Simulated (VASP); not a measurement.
# Ta (Im-3m) in VASP: further runs

Ta is run at these levels: PBE; tasks: single point.

Everything below comes from runs of VASP 6.6.1. Logs are shortened: lines on timing, memory, paths and dates and some standing lists are left out, and cuts for length are marked.

### Step 1. The cell of the first run

It takes space group Im-3m (No. 229, cubic). Conventional cell: a = 3.310 Å, b = 3.310 Å, c = 3.310 Å, α = 90.00°, β = 90.00°, γ = 90.00°. Ta (site symmetry m-3m) has 14 Ta at 2.87 to 3.31 Å within 3.8 Å.

### Step 2. Single point, PBE

Contents of INCAR:

```
SYSTEM = Ta
PREC = Accurate
ENCUT = 520
EDIFF = 1E-6
ISMEAR = 0
SIGMA = 0.05
LREAL = .False.
LASPH = .True.
NELM = 100
ALGO = Normal
ISIF = 2
LWAVE = .False.
LCHARG = .False.
GGA = PE
NBANDS = 12
```

Contents of KPOINTS:

```
regular mesh
0
Gamma
  18 18 18
  0 0 0
```

Contents of POSCAR:

```
Ta
1.0
   -1.6550000000      1.6550000000      1.6550000000
    1.6550000000     -1.6550000000      1.6550000000
    1.6550000000      1.6550000000     -1.6550000000
Ta
1
Direct
    0.0000000000      0.0000000000      0.0000000000
```

Potentials or basis: VASP PAW PBE potentials, release 64 (Ta_pv).

On the command line:

```bash
$ cat potpaw_PBE.64/Ta_pv/POTCAR > POTCAR
$ mpirun -np 1 vasp_std > vasp.out
```

OUTCAR:

```text
SYSTEM = Ta
   PREC = Accurate
   ENCUT = 520
   EDIFF = 1E-6
   ISMEAR = 0
   LREAL = .False.
   LASPH = .True.
   NELM = 100
   ISIF = 2
   GGA = PE

 ion  position               nearest neighbor table
   1  0.000  0.000  0.000-

  LATTYP: Found a body centered cubic cell.
 ALAT       =     3.3100000000

  Lattice vectors:

 A1 = (  -1.6550000000,   1.6550000000,   1.6550000000)
 A2 = (   1.6550000000,  -1.6550000000,   1.6550000000)
 A3 = (   1.6550000000,   1.6550000000,  -1.6550000000)

Analysis of symmetry for initial positions (statically):
=====================================================================
 Subroutine PRICEL returns:
 Original cell was already a primitive cell.

 Routine SETGRP: Setting up the symmetry group for a
 body centered cubic supercell.

 Subroutine GETGRP returns: Found 48 space group operations
 (whereof 48 operations were pure point group operations)
 out of a pool of 48 trial point group operations.

The static configuration has the point symmetry O_h .

Analysis of symmetry for dynamics (positions and initial velocities):
=====================================================================
 Subroutine PRICEL returns:
 Original cell was already a primitive cell.

 Routine SETGRP: Setting up the symmetry group for a
 body centered cubic supercell.

 Subroutine GETGRP returns: Found 48 space group operations
 (whereof 48 operations were pure point group operations)
 out of a pool of 48 trial point group operations.

The dynamic configuration has the point symmetry O_h .

 Subroutine INISYM returns: Found 48 space group operations
 (whereof 48 operations are pure point group operations),
 and found     1 'primitive' translations

----------------------------------------------------------------------------------------

                                     Primitive cell

  volume of cell :      18.1323

  direct lattice vectors                    reciprocal lattice vectors
    -1.655000000  1.655000000  1.655000000     0.000000000  0.302114804  0.302114804
     1.655000000 -1.655000000  1.655000000     0.302114804  0.000000000  0.302114804
     1.655000000  1.655000000 -1.655000000     0.302114804  0.302114804  0.000000000

  length of vectors
     2.866544087  2.866544087  2.866544087     0.427254853  0.427254853  0.427254853

  position of ions in fractional coordinates (direct lattice)
     0.000000000  0.000000000  0.000000000

  ion indices of the primitive-cell ions
   primitive index   ion index
                 1           1

----------------------------------------------------------------------------------------

 KPOINTS: regular mesh

Automatic generation of k-mesh.
 Grid dimensions read from file:
 generate k-points for:   18   18   18

 Generating k-lattice:

  Cartesian coordinates                     Fractional coordinates (reciprocal lattice)
     0.000000000  0.016784156  0.016784156     0.055555556  0.000000000  0.000000000
     0.016784156  0.000000000  0.016784156     0.000000000  0.055555556  0.000000000
     0.016784156  0.016784156  0.000000000     0.000000000  0.000000000  0.055555556

  Length of vectors
     0.023736381  0.023736381  0.023736381

  Shift w.r.t. Gamma in fractional coordinates (k-lattice)
     0.000000000  0.000000000  0.000000000

 Subroutine IBZKPT returns following result:
 ===========================================

 Found    195 irreducible k-points:

 Following reciprocal coordinates:
            Coordinates               Weight
  0.000000  0.000000  0.000000      1.000000
  0.055556  0.000000  0.000000     12.000000
  0.111111  0.000000  0.000000     12.000000
  0.166667  0.000000  0.000000     12.000000
  0.222222  0.000000  0.000000     12.000000
  0.277778  0.000000  0.000000     12.000000
[... 16 lines left out ...]
  0.333333  0.111111  0.000000     48.000000
  0.388889  0.111111  0.000000     48.000000
 [... further k-points ...]
   k-points           NKPTS =    195   k-points in BZ     NKDIM =    195   number of bands    NBANDS=     12
   number of dos      NEDOS =    301   number of ions     NIONS =      1
   total plane-waves  NPLWV =  13824
   dimension x,y,z NGX =    24 NGY =   24 NGZ =   24
   dimension x,y,z NGXF=    48 NGYF=   48 NGZF=   48
   ions per type =               1
   NGX,Y,Z   is equivalent  to a cutoff of  13.92, 13.92, 13.92 a.u.
   NGXF,Y,Z  is equivalent  to a cutoff of  27.84, 27.84, 27.84 a.u.
 SYSTEM =  Ta
   PREC   = accura    normal or accurate (medium, high low for compatibility)
   ISTART =      0    job   : 0-new  1-cont  2-samecut
   ICHARG =      2    charge: 1-file 2-atom 10-const
   ISPIN  =      1    spin polarized calculation?
   LNONCOLLINEAR =      F non collinear calculations
   LSORBIT =      F    spin-orbit coupling
   LASPH  =      T    aspherical Exc in radial PAW
   ENCUT  =  520.0 eV  38.22 Ry    6.18 a.u.   5.33  5.33  5.33*2*pi/ulx,y,z
   NELM   =    100;   NELMIN=  2; NELMDL= -5     # of ELM steps
   EDIFF  = 0.1E-05   stopping-criterion for ELM
   LREAL  =      F    real-space projection
   EDIFFG = 0.1E-04   stopping-criterion for IOM
   NSW    =      0    number of steps for IOM
   IBRION =     -1    ionic relax: 0-MD 1-quasi-New 2-CG
   NFREE  =      0    steps in history (QN), initial steepest desc. (CG)
   ISIF   =      2    stress and relaxation
   ISYM   =      2    0-nonsym 1-usesym 2-fastsym
   POTIM  = 0.5000    time-step for ionic-motion
   TEBEG  =    0.0;   TEEND  =   0.0 temperature during run
   PSTRESS=    0.0 pullay stress
   NELECT =      11.0000    total number of electrons
   NUPDOWN=      -1.0000    fix difference up-down
   EMIN   =  10.00;   EMAX   =-10.00  energy-range for DOS
   EFERMI =   0.00;   METHOD = LEGACY
   ISMEAR =     0;   SIGMA  =   0.05  broadening in eV -4-tet -1-fermi 0-gaus
   EFERMI_NEDOS =   21; number of points for ismear=-14 and -15
   IALGO  =     38    algorithm
   IMIX   =      4    mixing-type and parameters
     AMIX     =   0.40;   BMIX     =  1.00
     AMIX_MAG =   1.60;   BMIX_MAG =  1.00
  volume/ion in A,a.u.               =      18.13       122.36
  Fermi-wavevector in a.u.,A,eV,Ry     =   1.385865  2.618906 26.131663  1.920623
  Thomas-Fermi vector in A             =   2.510235
   LORBIT       =      0    0 simple, 1 ext, 2 COOP (PROOUT), +10 PAW based schemes
   GGA     = PE    functional components
   LHFCALC =     F    Hartree Fock is set to
   AEXX    =    0.0000 exact exchange contribution
   IVDW    =     0    specifies the selected vdW correction
   LEPSILON=     F    determine dielectric tensor
   LRPA    =     F    only Hartree local field effects (RPA)
 non-spin polarized calculation
 Gauss-broadening in eV      SIGMA  =   0.05
  energy-cutoff  :      520.00
  volume of cell :       18.13
 maximum number of plane-waves:       498
 NGX is ok and might be reduce to    24
   NGX = 11   NGY = 11   NGZ = 11

 number of electron      11.0000001 magnetization

 Free energy of the ion-electron system (eV)
  ---------------------------------------------------
  ext. energy  EPLUGINS =         0.00000000
  ---------------------------------------------------
  free energy    TOTEN  =       -11.81321808 eV

  energy without entropy =      -11.81167948  energy(sigma->0) =      -11.81244878

 E-fermi :   5.4528     XC(G=0): -12.5838

 val. band max:        5.4263709150   @ k =   0.3333   0.0000   0.0000
 cond. band min:       5.4561717360   @ k =  -0.2778   0.3889   0.1111
 fundamental gap:      0.0298008210
 Fermi energy:         5.4528245832

 k-point     1 :       0.0000    0.0000    0.0000
  band No.  band energies     occupation
      1     -27.6646      2.00000
      2     -27.6646      2.00000
      3     -27.6646      2.00000
      4      -2.4584      2.00000
      5       6.1678      0.00000
      6       6.1678      0.00000
      7       6.1678      0.00000
      8       9.4172      0.00000
      9       9.4172      0.00000
     10      20.1090      0.00000
     11      20.4112      0.00000
     12      20.4112      0.00000

 k-point     2 :       0.0556    0.0000    0.0000
  band No.  band energies     occupation
      1     -27.7023      2.00000
      2     -27.6762      2.00000
      3     -27.6648      2.00000
      4      -2.3211      2.00000
      5       6.0780      0.00000
      6       6.1425      0.00000
      7       6.3018      0.00000
      8       9.2694      0.00000
      9       9.4171      0.00000
     10      20.1096      0.00000
     11      20.5358      0.00000
     12      20.6522      0.00000

 k-point     3 :       0.1111    0.0000    0.0000
  band No.  band energies     occupation
      1     -27.8096      2.00000
      2     -27.7094      2.00000
      3     -27.6654      2.00000
      4      -1.9231      2.00000
      5       5.8308      0.00000
      6       6.0359      0.00000
      7       6.7001      0.00000
      8       8.9597      0.00000
      9       9.4250      0.00000
     10      20.1085      0.00000
     11      20.8484      0.00000
     12      21.3512      0.00000
[... 286 lines left out ...]
 k-point    23 :       0.3333    0.1111    0.0000
  band No.  band energies     occupation
      1     -28.6633      2.00000
      2     -28.0283      2.00000
      3     -27.7206      2.00000
      4       1.4006      2.00000
      5       4.1620      2.00000
      6       5.4947      0.23589
      7       9.0986      0.00000
      8      10.2633      0.00000
      9      12.2726      0.00000
     10      17.8024      0.00000
     11      19.1233      0.00000
     12      20.1197      0.00000

 k-point    24 :       0.3889    0.1111    0.0000
  band No.  band energies     occupation
      1     -28.7415      2.00000
      2     -28.0671      2.00000
      3     -27.7219      2.00000
      4       1.4741      2.00000
      5       4.0291      2.00000
      6       6.0704      0.00000
      7       9.1651      0.00000
      8      10.4474      0.00000
      9      13.2651      0.00000
     10      16.8327      0.00000
     11      18.3848      0.00000
     12      20.1165      0.00000

 [... further k-points ...]
[... 5 lines left out ...]
  --------------------------------------------------------------------------------------
  -------------------------------------------------------------------------------------
  Total        0.1922892      0.1922892      0.1922892     -0.0000000      0.0000000      0.0000000
  in kB       16.9907090     16.9907090     16.9907090     -0.0000000      0.0000000      0.0000000
  external PRESSURE =      16.9907090 kB  Pullay stress =       0.0000000 kB

 VOLUME and BASIS-vectors are now :
 -----------------------------------------------------------------------------
  energy-cutoff  :      520.00
  volume of cell :       18.13
      direct lattice vectors                 reciprocal lattice vectors
    -1.655000000  1.655000000  1.655000000     0.000000000  0.302114804  0.302114804
     1.655000000 -1.655000000  1.655000000     0.302114804  0.000000000  0.302114804
     1.655000000  1.655000000 -1.655000000     0.302114804  0.302114804  0.000000000

 POSITION                                       TOTAL-FORCE (eV/Angst)
 -----------------------------------------------------------------------------------
      0.00000      0.00000      0.00000         0.000000     -0.000000     -0.000000
 -----------------------------------------------------------------------------------
    total drift:                                0.000000      0.000000      0.000000

  FREE ENERGIE OF THE ION-ELECTRON SYSTEM (eV)
  ---------------------------------------------------
  free  energy   TOTEN  =       -11.8132180809 eV

  energy  without entropy=      -11.8116794754  energy(sigma->0) =      -11.81244878
```

Run time: 27 s. Hardware: 1 thread of AMD EPYC 7R13 (Zen 3), shared host; peak memory 0.14 GiB.

Results:

```
Free energy : -11.8132 eV
Pressure    : 1.7 GPa
```

Levels at points of the mesh, in eV from the Fermi level:
| k point | band 3 | band 4 | band 5 | band 6 | band 7 | band 8 |
| --- | --- | --- | --- | --- | --- | --- |
| (0.00, 0.00, 0.00) | -33.12 | -7.91 | 0.71 | 0.71 | 0.71 | 3.96 |
| (0.50, 0.00, 0.00) | -33.12 | -4.37 | -1.54 | 1.54 | 3.84 | 4.86 |
| (0.50, 0.50, 0.50) | -33.92 | -3.78 | -3.78 | 6.76 | 6.76 | 6.76 |

Caveat: spin-orbit coupling is left out, which moves the levels of the heavy elements.

### Step 3. Single point, PBE

This run uses another cell than the first one, of 18.33 Å³/atom, 1.011 times its volume.

Contents of INCAR:

```
SYSTEM = Ta
PREC = Accurate
ENCUT = 520
EDIFF = 1E-7
ISMEAR = 0
SIGMA = 0.05
LREAL = .False.
LASPH = .True.
NELM = 80
ALGO = Fast
ISIF = 2
LWAVE = .False.
LCHARG = .False.
GGA = PE
NBANDS = 12
```

KPOINTS is that of step 2.

Contents of POSCAR:

```
Ta
1.0
   -1.6608492987      1.6608492987      1.6608492987
    1.6608492987     -1.6608492987      1.6608492987
    1.6608492987      1.6608492987     -1.6608492987
Ta
1
Direct
    0.0000000000      0.0000000000      0.0000000000
```

Potentials or basis: VASP PAW PBE potentials, release 64 (Ta_pv).

On the command line:

```bash
$ cat potpaw_PBE.64/Ta_pv/POTCAR > POTCAR
$ mpirun -np 1 vasp_std > vasp.out
```

Run time: 44 s. Hardware: 1 thread of AMD EPYC 7R13 (Zen 3), shared host; peak memory 0.14 GiB.

It converged, with:

```
Free energy : -11.8141 eV
Pressure    : -0.4 GPa
```

Levels at points of the mesh, in eV from the Fermi level:
```
           k point  band 2  band 3  band 4  band 5  band 6  band 7  band 8  band 9
(0.00, 0.00, 0.00)  -33.16  -33.16   -7.87    0.72    0.72    0.72    3.93    3.93
(0.50, 0.00, 0.00)  -33.52  -33.16   -4.32   -1.51    1.49    3.80    4.81    7.61
(0.50, 0.50, 0.50)  -33.93  -33.93   -3.72   -3.72    6.68    6.68    6.68    8.48
```

Caveat: spin-orbit coupling is left out, which moves the levels of the heavy elements.

### Step 4. Single point, PBE

This run uses another cell than the first one, of 18.28 Å³/atom, 1.008 times its volume.

Contents of INCAR:

```
SYSTEM = Ta
PREC = Accurate
ENCUT = 520
EDIFF = 1E-6
ISMEAR = 0
SIGMA = 0.05
LREAL = .FALSE.
LASPH = .TRUE.
NELM = 60
ALGO = Normal
ISIF = 2
LWAVE = .FALSE.
LCHARG = .TRUE.
GGA = PE
LELF = .TRUE.
LVHAR = .TRUE.
NBANDS = 12
```

Contents of KPOINTS:

```
Automatic mesh
0
G
  18 18 18
  0 0 0
```

Contents of POSCAR:

```
Ta
1.0
   -1.6594702511      1.6594702511      1.6594702511
    1.6594702511     -1.6594702511      1.6594702511
    1.6594702511      1.6594702511     -1.6594702511
Ta
1
Direct
    0.0000000000      0.0000000000      0.0000000000
```

Potentials or basis: VASP PAW PBE potentials, release 64 (Ta_pv).

On the command line:

```bash
$ cat potpaw_PBE.64/Ta_pv/POTCAR > POTCAR
$ mpirun -np 1 vasp_std > vasp.out
```

OUTCAR:

```text
SYSTEM = Ta
   PREC = Accurate
   ENCUT = 520
   EDIFF = 1E-6
   ISMEAR = 0
   LREAL = .FALSE.
   LASPH = .TRUE.
   NELM = 60
   ISIF = 2
   GGA = PE

 ion  position               nearest neighbor table
   1  0.000  0.000  0.000-

  LATTYP: Found a body centered cubic cell.
 ALAT       =     3.3189405022

  Lattice vectors:

 A1 = (  -1.6594702511,   1.6594702511,   1.6594702511)
 A2 = (   1.6594702511,  -1.6594702511,   1.6594702511)
 A3 = (   1.6594702511,   1.6594702511,  -1.6594702511)

[... 530 lines left out ...]
      4       1.4389      2.00000
      5       3.9846      2.00000
      6       5.9834      0.00000
      7       9.0686      0.00000
      8      10.3356      0.00000
      9      13.1217      0.00000
     10      16.6493      0.00000
     11      18.2632      0.00000
     12      20.0218      0.00000

 [... further k-points ...]
[... 5 lines left out ...]
  --------------------------------------------------------------------------------------
  -------------------------------------------------------------------------------------
  Total        0.0108127      0.0108127      0.0108127      0.0000000      0.0000000     -0.0000000
  in kB        0.9477086      0.9477086      0.9477086      0.0000000      0.0000000     -0.0000000
  external PRESSURE =       0.9477086 kB  Pullay stress =       0.0000000 kB

 VOLUME and BASIS-vectors are now :
 -----------------------------------------------------------------------------
  energy-cutoff  :      520.00
  volume of cell :       18.28
      direct lattice vectors                 reciprocal lattice vectors
    -1.659470251  1.659470251  1.659470251     0.000000000  0.301300972  0.301300972
     1.659470251 -1.659470251  1.659470251     0.301300972  0.000000000  0.301300972
     1.659470251  1.659470251 -1.659470251     0.301300972  0.301300972  0.000000000

 POSITION                                       TOTAL-FORCE (eV/Angst)
 -----------------------------------------------------------------------------------
      0.00000      0.00000      0.00000        -0.000000      0.000000     -0.000000
 -----------------------------------------------------------------------------------
    total drift:                               -0.000000      0.000000      0.000000

  FREE ENERGIE OF THE ION-ELECTRON SYSTEM (eV)
  ---------------------------------------------------
  free  energy   TOTEN  =       -11.8140912791 eV

  energy  without entropy=      -11.8126005827  energy(sigma->0) =      -11.81334593
```

stdout:

```text
POSCAR found type information on POSCAR Ta
 POSCAR found :  1 types and       1 ions
 scaLAPACK will be used
 LDA part: xc-table for (Slater+PW92), standard interpolation
 POSCAR, INCAR and KPOINTS ok, starting setup
 FFT: planning ... GRIDC
 FFT: planning ... GRID_SOFT
 FFT: planning ... GRID
 WAVECAR not read
 entering main loop
```

It took 29 s on 1 thread of AMD EPYC 7R13 (Zen 3), shared host; peak memory 0.14 GiB.

What came out:

```yaml
Free_energy: -11.8141 eV
Pressure: 0.1 GPa
```

Caveat: spin-orbit coupling is left out, which moves the levels of the heavy elements.

(Part 1 of 2 ends here.)
